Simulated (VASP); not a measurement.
# Ti (Im-3m) in VASP: notebook

Runs on Ti. Level: PBEsol. Tasks: single point.

Everything below comes from runs of VASP 6.6.1. Logs are shortened: lines on timing, memory, paths and dates and some standing lists are left out, and cuts for length are marked.

## Step 1: The cell of the first run

Symmetry: Im-3m, No. 229, cubic system. Conventional cell: a = 3.009 Å, b = 3.009 Å, c = 3.009 Å, α = 90.00°, β = 90.00°, γ = 90.00°. Ti (site symmetry m-3m) has 14 Ti at 2.61 to 3.01 Å within 3.4 Å.

This isn't the form of Ti at room conditions, which is hcp.

## Step 2: Single point, PBEsol

Contents of INCAR:

```
ALGO = Normal
EDIFF = 1E-6
ENCUT = 500
GGA = PS
GGA_COMPAT = F
ISIF = 2
ISMEAR = -1
LASPH = T
LCHARG = F
LREAL = F
LWAVE = F
NBANDS = 12
NELM = 120
PREC = Accurate
SIGMA = 0.1
```

Contents of KPOINTS:

```
k-points
0
Gamma
  11 11 11
```

Contents of POSCAR:

```
Ti
1.0
   -1.5045450619      1.5045450619      1.5045450619
    1.5045450619     -1.5045450619      1.5045450619
    1.5045450619      1.5045450619     -1.5045450619
Ti
1
Direct
    0.0000000000      0.0000000000      0.0000000000
```

Potentials or basis: VASP PAW PBE potentials, release 64 (Ti_sv).

Launch:

```
> cat potpaw_PBE.64/Ti_sv/POTCAR > POTCAR
> mpirun -np 1 vasp_std > vasp.out
```

OUTCAR:

```text
EDIFF = 1E-6
   ENCUT = 500
   GGA = PS
   ISIF = 2
   ISMEAR = -1
   LASPH = T
   LREAL = F
   NELM = 120
   PREC = Accurate

 ion  position               nearest neighbor table
   1  0.000  0.000  0.000-

  LATTYP: Found a body centered cubic cell.
 ALAT       =     3.0090901238

  Lattice vectors:

 A1 = (  -1.5045450619,   1.5045450619,   1.5045450619)
 A2 = (   1.5045450619,  -1.5045450619,   1.5045450619)
 A3 = (   1.5045450619,   1.5045450619,  -1.5045450619)

Analysis of symmetry for initial positions (statically):
=====================================================================
 Subroutine PRICEL returns:
 Original cell was already a primitive cell.

 Routine SETGRP: Setting up the symmetry group for a
 body centered cubic supercell.

 Subroutine GETGRP returns: Found 48 space group operations
 (whereof 48 operations were pure point group operations)
 out of a pool of 48 trial point group operations.

The static configuration has the point symmetry O_h .

Analysis of symmetry for dynamics (positions and initial velocities):
=====================================================================
 Subroutine PRICEL returns:
 Original cell was already a primitive cell.

 Routine SETGRP: Setting up the symmetry group for a
 body centered cubic supercell.

 Subroutine GETGRP returns: Found 48 space group operations
 (whereof 48 operations were pure point group operations)
 out of a pool of 48 trial point group operations.

The dynamic configuration has the point symmetry O_h .

 Subroutine INISYM returns: Found 48 space group operations
 (whereof 48 operations are pure point group operations),
 and found     1 'primitive' translations

----------------------------------------------------------------------------------------

                                     Primitive cell

  volume of cell :      13.6231

  direct lattice vectors                    reciprocal lattice vectors
    -1.504545062  1.504545062  1.504545062     0.000000000  0.332326371  0.332326371
     1.504545062 -1.504545062  1.504545062     0.332326371  0.000000000  0.332326371
     1.504545062  1.504545062 -1.504545062     0.332326371  0.332326371  0.000000000

  length of vectors
     2.605948489  2.605948489  2.605948489     0.469980461  0.469980461  0.469980461

  position of ions in fractional coordinates (direct lattice)
     0.000000000  0.000000000  0.000000000

  ion indices of the primitive-cell ions
   primitive index   ion index
                 1           1

----------------------------------------------------------------------------------------

 KPOINTS: k-points

Automatic generation of k-mesh.
 Grid dimensions read from file:
 generate k-points for:   11   11   11

 Generating k-lattice:

  Cartesian coordinates                     Fractional coordinates (reciprocal lattice)
     0.000000000  0.030211488  0.030211488     0.090909091  0.000000000  0.000000000
     0.030211488  0.000000000  0.030211488     0.000000000  0.090909091  0.000000000
     0.030211488  0.030211488  0.000000000     0.000000000  0.000000000  0.090909091

  Length of vectors
     0.042725496  0.042725496  0.042725496

  Shift w.r.t. Gamma in fractional coordinates (k-lattice)
     0.000000000  0.000000000  0.000000000

 Subroutine IBZKPT returns following result:
 ===========================================

 Found     56 irreducible k-points:

 Following reciprocal coordinates:
            Coordinates               Weight
  0.000000  0.000000  0.000000      1.000000
  0.090909  0.000000  0.000000     12.000000
  0.181818  0.000000  0.000000     12.000000
  0.272727  0.000000  0.000000     12.000000
  0.363636  0.000000  0.000000     12.000000
  0.454545  0.000000  0.000000     12.000000
[... 16 lines left out ...]
  0.272727  0.181818  0.090909     48.000000
  0.363636  0.181818  0.090909     24.000000
 [... further k-points ...]
   k-points           NKPTS =     56   k-points in BZ     NKDIM =     56   number of bands    NBANDS=     12
   number of dos      NEDOS =    301   number of ions     NIONS =      1
   total plane-waves  NPLWV =   8000
   dimension x,y,z NGX =    20 NGY =   20 NGZ =   20
   dimension x,y,z NGXF=    40 NGYF=   40 NGZF=   40
   ions per type =               1
   NGX,Y,Z   is equivalent  to a cutoff of  12.76, 12.76, 12.76 a.u.
   NGXF,Y,Z  is equivalent  to a cutoff of  25.52, 25.52, 25.52 a.u.
 SYSTEM =  unknown system
   PREC   = accura    normal or accurate (medium, high low for compatibility)
   ISTART =      0    job   : 0-new  1-cont  2-samecut
   ICHARG =      2    charge: 1-file 2-atom 10-const
   ISPIN  =      1    spin polarized calculation?
   LNONCOLLINEAR =      F non collinear calculations
   LSORBIT =      F    spin-orbit coupling
   LASPH  =      T    aspherical Exc in radial PAW
   ENCUT  =  500.0 eV  36.75 Ry    6.06 a.u.   4.75  4.75  4.75*2*pi/ulx,y,z
   NELM   =    120;   NELMIN=  2; NELMDL= -5     # of ELM steps
   EDIFF  = 0.1E-05   stopping-criterion for ELM
   LREAL  =      F    real-space projection
   EDIFFG = 0.1E-04   stopping-criterion for IOM
   NSW    =      0    number of steps for IOM
   IBRION =     -1    ionic relax: 0-MD 1-quasi-New 2-CG
   NFREE  =      0    steps in history (QN), initial steepest desc. (CG)
   ISIF   =      2    stress and relaxation
   ISYM   =      2    0-nonsym 1-usesym 2-fastsym
   POTIM  = 0.5000    time-step for ionic-motion
   TEBEG  =    0.0;   TEEND  =   0.0 temperature during run
   PSTRESS=    0.0 pullay stress
   NELECT =      12.0000    total number of electrons
   NUPDOWN=      -1.0000    fix difference up-down
   EMIN   =  10.00;   EMAX   =-10.00  energy-range for DOS
   EFERMI =   0.00;   METHOD = LEGACY
   ISMEAR =    -1;   SIGMA  =   0.10  broadening in eV -4-tet -1-fermi 0-gaus
   EFERMI_NEDOS =   21; number of points for ismear=-14 and -15
   IALGO  =     38    algorithm
   IMIX   =      4    mixing-type and parameters
     AMIX     =   0.40;   BMIX     =  1.00
     AMIX_MAG =   1.60;   BMIX_MAG =  1.00
  volume/ion in A,a.u.               =      13.62        91.93
  Fermi-wavevector in a.u.,A,eV,Ry     =   1.569315  2.965575 33.507730  2.462749
  Thomas-Fermi vector in A             =   2.671215
   LORBIT       =      0    0 simple, 1 ext, 2 COOP (PROOUT), +10 PAW based schemes
   GGA     = PS    functional components
   LHFCALC =     F    Hartree Fock is set to
   AEXX    =    0.0000 exact exchange contribution
   IVDW    =     0    specifies the selected vdW correction
   LEPSILON=     F    determine dielectric tensor
   LRPA    =     F    only Hartree local field effects (RPA)
 non-spin polarized calculation
  energy-cutoff  :      500.00
  volume of cell :       13.62
 maximum number of plane-waves:       370
   NGX =  9   NGY =  9   NGZ =  9

 number of electron      11.9999997 magnetization

 Free energy of the ion-electron system (eV)
  ---------------------------------------------------
  ext. energy  EPLUGINS =         0.00000000
  ---------------------------------------------------
  free energy    TOTEN  =        -8.03442938 eV

  energy without entropy =       -7.98213362  energy(sigma->0) =       -8.00828150

 E-fermi :  10.7146     XC(G=0): -12.8413

 val. band max:       10.6456517633   @ k =  -0.3636  -0.4545   0.0909
 cond. band min:      10.7147541287   @ k =   0.2727   0.0000   0.0000
 fundamental gap:      0.0691023654
 Fermi energy:        10.7146418705

 k-point     1 :       0.0000    0.0000    0.0000
  band No.  band energies     occupation
      1     -45.1792      2.00000
      2     -20.6941      2.00000
      3     -20.6941      2.00000
      4     -20.6941      2.00000
      5       4.3704      2.00000
      6      11.8911      0.00002
      7      11.8911      0.00002
      8      11.8911      0.00002
      9      14.2632      0.00000
     10      14.2632      0.00000
     11      29.9109      0.00000
     12      29.9109      0.00000

 k-point     2 :       0.0909    0.0000    0.0000
  band No.  band energies     occupation
      1     -45.1525      2.00000
      2     -20.8167      2.00000
      3     -20.7295      2.00000
      4     -20.6954      2.00000
      5       4.7282      2.00000
      6      11.7100      0.00010
      7      11.8326      0.00003
      8      12.1748      0.00000
      9      14.0539      0.00000
     10      14.2732      0.00000
     11      29.7910      0.00000
     12      29.9598      0.00000

 k-point     3 :       0.1818    0.0000    0.0000
  band No.  band energies     occupation
      1     -45.0803      2.00000
      2     -21.1384      2.00000
      3     -20.8236      2.00000
      4     -20.6993      2.00000
      5       5.6932      2.00000
      6      11.2548      0.00898
      7      11.5367      0.00054
      8      12.9815      0.00000
      9      13.8139      0.00000
     10      14.3243      0.00000
     11      28.9377      0.00000
     12      29.5567      0.00000
[... 286 lines left out ...]
 k-point    23 :       0.2727    0.1818    0.0909
  band No.  band energies     occupation
      1     -44.8332      2.00000
      2     -21.8797      2.00000
      3     -21.2449      2.00000
      4     -20.9231      2.00000
      5       8.9561      2.00000
      6       9.8913      1.99947
      7      10.7188      0.97923
      8      14.4824      0.00000
      9      14.8156      0.00000
     10      18.2544      0.00000
     11      23.4800      0.00000
     12      24.9270      0.00000

 k-point    24 :       0.3636    0.1818    0.0909
  band No.  band energies     occupation
      1     -44.8132      2.00000
      2     -21.8865      2.00000
      3     -21.3382      2.00000
      4     -20.9338      2.00000
      5       8.9028      2.00000
      6       9.8414      1.99968
      7      11.1725      0.02033
      8      14.5802      0.00000
      9      14.8558      0.00000
     10      19.1457      0.00000
     11      22.1684      0.00000
     12      24.5613      0.00000

 [... further k-points ...]

------------------------ aborting loop because EDIFF is reached ----------------------------------------

  FORCE on cell =-STRESS in cart. coord.  units (eV):
  Direction    XX          YY          ZZ          XY          YZ          ZX
  --------------------------------------------------------------------------------------
  -------------------------------------------------------------------------------------
  Total        2.4925108      2.4925108      2.4925108     -0.0000000      0.0000000      0.0000000
  in kB      293.1379456    293.1379456    293.1379456     -0.0000000      0.0000000      0.0000000
  external PRESSURE =     293.1379456 kB  Pullay stress =       0.0000000 kB

 VOLUME and BASIS-vectors are now :
 -----------------------------------------------------------------------------
  energy-cutoff  :      500.00
  volume of cell :       13.62
      direct lattice vectors                 reciprocal lattice vectors
    -1.504545062  1.504545062  1.504545062     0.000000000  0.332326371  0.332326371
     1.504545062 -1.504545062  1.504545062     0.332326371  0.000000000  0.332326371
     1.504545062  1.504545062 -1.504545062     0.332326371  0.332326371  0.000000000

 POSITION                                       TOTAL-FORCE (eV/Angst)
 -----------------------------------------------------------------------------------
      0.00000      0.00000      0.00000         0.000000     -0.000000      0.000000
 -----------------------------------------------------------------------------------
    total drift:                                0.000000     -0.000000      0.000000

  FREE ENERGIE OF THE ION-ELECTRON SYSTEM (eV)
  ---------------------------------------------------
  free  energy   TOTEN  =        -8.0344293847 eV

  energy  without entropy=       -7.9821336158  energy(sigma->0) =       -8.00828150
```

Run time: 5.2 s. Hardware: 1 thread of Intel Xeon Platinum 8488C (Sapphire Rapids), shared host; peak memory 0.13 GiB.

What came out:

```yaml
Free_energy: -8.0344 eV
Pressure: 29.3 GPa
Band_gap_on_the_k_mesh: zero (bands 6 and 7 overlap by 2.02 eV)
```

Caveat: the cell stands under pressure; the PAW data sets were made with another functional, which shifts forces and pressure a little.

## Step 3: Single point, PBEsol

This run uses another cell than the first one, of 14.84 Å³/atom.

Contents of INCAR:

```
PREC = Accurate
ENCUT = 500
EDIFF = 1E-6
ISMEAR = -1
SIGMA = 0.1
LREAL = F
LASPH = T
NELM = 120
ALGO = Normal
ISIF = 2
LWAVE = F
LCHARG = F
GGA = PS
NBANDS = 12
GGA_COMPAT = F
```

Contents of KPOINTS:

```
regular mesh
0
Gamma
  11 11 11
```

Contents of POSCAR:

```
Ti
1.0
   -1.5481184390      1.5481184390      1.5481184390
    1.5481184390     -1.5481184390      1.5481184390
    1.5481184390      1.5481184390     -1.5481184390
Ti
1
Direct
    0.0000000000      0.0000000000      0.0000000000
```

Potentials or basis: VASP PAW PBE potentials, release 64 (Ti_sv).

Launch:

```
> cat potpaw_PBE.64/Ti_sv/POTCAR > POTCAR
> mpirun -np 1 vasp_std > vasp.out
```

It took 5.4 s on 1 thread of Intel Xeon Platinum 8488C (Sapphire Rapids), shared host; peak memory 0.12 GiB.

The run converged. Its results:

```
Free energy            : -8.1991 eV
Pressure               : 14.5 GPa
Band gap on the k mesh : zero (bands 6 and 7 overlap by 1.89 eV)
```

Levels at points of the mesh, in eV from the Fermi level:
| k point | band 3 | band 4 | band 5 | band 6 | band 7 | band 8 | band 9 | band 10 |
| --- | --- | --- | --- | --- | --- | --- | --- | --- |
| (0.00, 0.00, 0.00) | -31.71 | -31.71 | -6.23 | 1.13 | 1.13 | 1.13 | 3.27 | 3.27 |

Caveat: the cell stands under pressure; the PAW data sets were made with another functional, which shifts forces and pressure a little.

## Step 4: Single point, PBEsol

This run uses another cell than the first one, of 16.60 Å³/atom.

Contents of INCAR:

```
SYSTEM = Ti
PREC = Accurate
ENCUT = 500
EDIFF = 1E-6
ISMEAR = -1
SIGMA = 0.1
LREAL = .FALSE.
LASPH = .TRUE.
NELM = 120
ALGO = Normal
ISIF = 2
LWAVE = .FALSE.
LCHARG = .FALSE.
GGA = PS
NBANDS = 12
GGA_COMPAT = .FALSE.
```

Contents of KPOINTS:

```
regular mesh
0
G
  11 11 11
  0 0 0
```

Contents of POSCAR:

```
Ti
1.0
   -1.6068934270      1.6068934270      1.6068934270
    1.6068934270     -1.6068934270      1.6068934270
    1.6068934270      1.6068934270     -1.6068934270
Ti
1
Direct
    0.0000000000      0.0000000000      0.0000000000
```

Launch:

```
> cat potpaw_PBE.64/Ti_sv/POTCAR > POTCAR
> mpirun -np 1 vasp_std > vasp.out
```

Wall time 5.6 s (1 thread of Intel Xeon Platinum 8488C (Sapphire Rapids), shared host); peak memory 0.12 GiB.

The run converged. Its results:

| Property | Result |
| --- | --- |
| Free energy | -8.2719 eV |
| Pressure | -0.3 GPa |
| Band gap on the k mesh | zero (bands 6 and 7 overlap by 1.68 eV) |

Levels at points of the mesh, in eV from the Fermi level:
| k point | band 4 | band 5 | band 6 | band 7 | band 8 | band 9 |
| --- | --- | --- | --- | --- | --- | --- |
| (0.00, 0.00, 0.00) | -32.09 | -6.04 | 1.03 | 1.03 | 1.03 | 2.91 |

Caveat: the PAW data sets were made with another functional, which shifts forces and pressure a little.

## Step 5: The runs side by side

```tsv
cell	gap on the mesh (eV)	pressure (GPa)
a = 2.606 Å, angles 109.5°, 1 atom	none	29.3
a = 2.681 Å, angles 109.5°, 1 atom	none	14.5
a = 2.783 Å, angles 109.5°, 1 atom	none	-0.3
```

Alike in all rows: task single point; level PBEsol; potentials or basis VASP PAW PBE potentials, release 64 (Ti_sv); no spin polarisation; k mesh 11 × 11 × 11; cutoff (eV) 500; smearing fermi-dirac 0.1 eV.

Caveats: the PAW data sets were made with another functional, which shifts forces and pressure a little; the cell stands under pressure (at least some runs).

Absolute energies hang on the potentials; compare differences alone.
